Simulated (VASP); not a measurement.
# C: single point with PBE+D3(BJ)

The system is C.

```
CELL_PARAMETERS angstrom
2.46498 0.00000 0.00000
-1.23249 2.13474 0.00000
0.00000 0.00000 6.46890
ATOMIC_POSITIONS crystal
C 0.00000 0.00000 0.00250
C 0.00000 0.00000 0.50250
C 0.33333 0.66667 0.00250
C 0.66667 0.33333 0.50250
```

This cell differs from its parent crystal: strain +0.000 along x and y, -0.040 along z.

```json
{"Program": "VASP 6.6.1", "Task": "single point", "Functional": "PBE", "Dispersion": "D3(BJ)", "Potentials or basis": "VASP PAW PBE potentials, release 64 (C)", "Cutoff": "520 eV", "k mesh": "24 × 24 × 8", "Occupations": "gaussian, width 0.15 eV", "Spin": "no spin polarisation", "Dipole correction": "no", "Further INCAR settings": "ALGO = Normal; EDIFF = 1e-06; NBANDS = 16"}
```

| Quantity | Value |
| --- | --- |
| Pressure | 1.0 GPa |
| Band gap on the k mesh | zero (band 8 reaches 5.01 eV, above the bottom of band 9 at 4.97 eV) |
| Dispersion energy per atom | -0.163 eV |

Stress tensor (GPa, compression positive):
```
0.59 0.00 0.00
0.00 0.59 0.00
0.00 0.00 1.67
```

Levels at points of the mesh, in eV from the Fermi level:
```csv
k point,band 5,band 6,band 7,band 8,band 9,band 10,band 11,band 12
"(0.00, 0.00, 0.00)",-3.00,-3.00,-2.97,-2.97,4.63,8.33,8.33,8.40
"(0.50, 0.00, 0.00)",-6.41,-6.33,-2.86,-2.03,1.55,2.31,7.17,7.68
"(0.00, 0.00, 0.50)",-2.99,-2.99,-2.99,-2.99,7.57,7.57,8.37,8.37
"(0.50, 0.00, 0.50)",-6.37,-6.37,-2.35,-2.35,1.66,1.66,7.41,7.41
```

Wall time 47 s on 1 thread of Intel(R) Xeon(R) 6975P-C (Granite Rapids) (shared host), peak memory 0.24 GiB.

Caveat: the cell differs from its parent crystal (strain +0.000 along x and y, -0.040 along z).
